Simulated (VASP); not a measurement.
# LiH: single point with r2SCAN

LiH:

```
Li H
1.0
     2.50166    0.00000    0.00000
     0.00000    2.50166    0.00000
     0.00000    0.00000    2.50166
Li H
1 1
Direct
  0.00000 0.00000 0.00000
  0.50000 0.50000 0.50000
```

```yaml
Program: VASP 6.6.1
Task: single point
Functional: r2SCAN
Potentials_or_basis: VASP PAW PBE potentials, release 64 (Li_sv, H)
Cutoff: 520 eV
k_mesh: 6 × 6 × 6
Occupations: gaussian, width 0.01 eV
Spin: no spin polarisation
```

```yaml
Band_gap_on_the_k_mesh: 1.29 eV, indirect (least direct gap 4.88 eV)
```

Levels at points of the mesh, in eV from the valence-band top:
| k point | band 1 | band 2 | band 3 | band 4 | band 5 | band 6 | band 7 |
| --- | --- | --- | --- | --- | --- | --- | --- |
| (0.00, 0.00, 0.00) | -49.82 | -9.12 | 13.03 | 13.03 | 13.03 | 14.07 | 16.07 |
| (0.50, 0.00, 0.00) | -49.77 | -6.86 | 1.29 | 12.72 | 17.99 | 17.99 | 20.61 |
| (0.50, 0.50, 0.00) | -49.72 | -2.87 | 2.01 | 2.01 | 10.45 | 21.74 | 22.06 |
| (0.50, 0.50, 0.50) | -49.68 | 0.00 | 7.50 | 7.50 | 7.50 | 9.08 | 9.08 |

It took 38 s on 1 thread of AMD EPYC 7R13, on a shared host, peak memory 0.09 GiB.

Caveat: the PAW data sets were made with another functional, which shifts forces and pressure a little. r2SCAN opens gaps a little over a GGA but as a rule still falls short of measured ones.
